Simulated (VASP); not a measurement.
A run of VASP 6.6.1 is set up as follows.

Contents of INCAR:

```
SYSTEM = Si
PREC = Accurate
ENCUT = 520
EDIFF = 1E-6
ISMEAR = 0
SIGMA = 0.15
LREAL = .FALSE.
LASPH = .TRUE.
NELM = 60
ALGO = Normal
ISIF = 2
LWAVE = .FALSE.
LCHARG = .FALSE.
GGA = PS
NBANDS = 8
```

Contents of KPOINTS:

```
Automatic mesh
0
G
  22 22 22
  0 0 0
```

POSCAR

```
Si
1.0
    0.0000000000      2.0636969842      1.7579640976
    2.0636969842      0.0000000000      1.7579640976
    2.0636969842      2.0636969842      0.0000000000
Si
1
Direct
    0.0000000000      0.0000000000      0.0000000000
```

Potentials or basis: VASP PAW PBE potentials, release 64 (Si).

Command:

```sh
$ cat potpaw_PBE.64/Si/POTCAR > POTCAR
$ mpirun -np 1 vasp_std > vasp.out
```

Question: Predict the band gap on the k mesh.

Answer: Zero (bands 2 and 3 overlap by 14.12 eV).

Question: Estimate the pressure.

Answer: -4.7 GPa.

Stress tensor (GPa, compression positive):
```
-3.89  0.00  0.00
 0.00 -3.89  0.00
 0.00  0.00 -6.35
```

Caveat: the cell differs from its parent crystal (strain +0.080 along x and y, -0.080 along z); the cell stands under tension; the PAW data sets were made with another functional, which shifts forces and pressure a little.
